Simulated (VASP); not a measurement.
Here is a VASP 6.6.1 calculation.

INCAR

```
PREC = Accurate ; ENCUT = 520
EDIFF = 1E-7 ; ISMEAR = 0
SIGMA = 0.15 ; LREAL = False
LASPH = True ; NELM = 80
ALGO = Fast ; ISIF = 2
LWAVE = False ; LCHARG = False
GGA = PS ; NBANDS = 14
```

KPOINTS

```
regular mesh
0
Gamma
  16 16 16
```

File POSCAR:

```
TiAl
1.0
    3.0796524629      0.0000000000      0.0000000000
    0.0000000000      3.0796524629      0.0000000000
    0.0000000000      0.0000000000      3.3876177092
Ti Al
1 1
Direct
    0.0000000000      0.0000000000      0.0000000000
    0.5000000000      0.5000000000      0.5000000000
```

Potentials or basis: VASP PAW PBE potentials, release 64 (Ti_sv, Al).

Command:

```sh
$ cat potpaw_PBE.64/Ti_sv/POTCAR potpaw_PBE.64/Al/POTCAR > POTCAR
$ mpirun -np 1 vasp_std > vasp.out
```

**Question.** What does it give for the pressure?

**Answer.** -2.3 GPa.

**Question.** What does it give for the band gap on the k mesh?

**Answer.** Zero (an odd number of electrons rules out a gap without spin polarisation).

Stress tensor (GPa, compression positive):
```
-4.61  0.00  0.00
 0.00 -4.61  0.00
 0.00  0.00  2.39
```

Caveat: the PAW data sets were made with another functional, which shifts forces and pressure a little.
